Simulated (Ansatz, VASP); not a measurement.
**P in VASP and in Ansatz**

The input INCAR:

```
PREC = Accurate ; ENCUT = 520
EDIFF = 1E-6 ; ISMEAR = -1
SIGMA = 0.1 ; LREAL = F
LASPH = T ; NELM = 80
ALGO = Normal ; ISIF = 2
LWAVE = F ; LCHARG = T
GGA = CA ; LELF = T
LVHAR = T ; NBANDS = 8
```

File KPOINTS:

```
Automatic mesh
0
Gamma
  17 17 17
```

POSCAR

```
P
1.0
    0.0000000000      1.6076108489      1.6076108489
    1.6076108489      0.0000000000      1.6076108489
    1.6076108489      1.6076108489      0.0000000000
P
1
Direct
    0.0000000000      0.0000000000      0.0000000000
```

Input for Ansatz:

```yaml
crystal:
  lattice:
    - [0.0, 1.6076108489, 1.6076108489]
    - [1.6076108489, 0.0, 1.6076108489]
    - [1.6076108489, 1.6076108489, 0.0]
  atoms:
    - { symbol: P, position: [0.0, 0.0, 0.0] }
kpoints:
  mp_grid: { grid: [17, 17, 17] }
scf:
  occupations: { method: fermi_dirac, width: 0.1 }
hamiltonian:
  xc: lda
  pseudopotentials: { kind: all_electron, lapw: { basis_error: 0.001 } }
output:
  forces: true
  stress: true
  eigenvalues: true
  populations: true
```

Change from the starting cell: volume scaled by 0.6, LAPW.

Alike in both runs: task single point; functional LDA; k mesh 17 × 17 × 17; occupations fermi-dirac, width 0.1 eV; no spin polarisation.

|  | VASP | Ansatz |
| --- | --- | --- |
| version | VASP 6.6.1 | Ansatz 0.2.0 |
| potentials or method | VASP PAW LDA potentials, release 64 (P), cutoff 520 eV | all-electron LAPW, scalar-relativistic |

```csv
,VASP,Ansatz,Ansatz less VASP
pressure (GPa),140.0,142.2,+2.21
```

LDA's correlation is that of Perdew and Zunger in VASP and of Perdew and Wang (1992) in Ansatz. Both programs put the cell under a high pressure, so it lies far from rest at this level. Ansatz ran all-electron here, and VASP with PAW potentials.

Noted on VASP's run: the cell as given lies far from equilibrium.
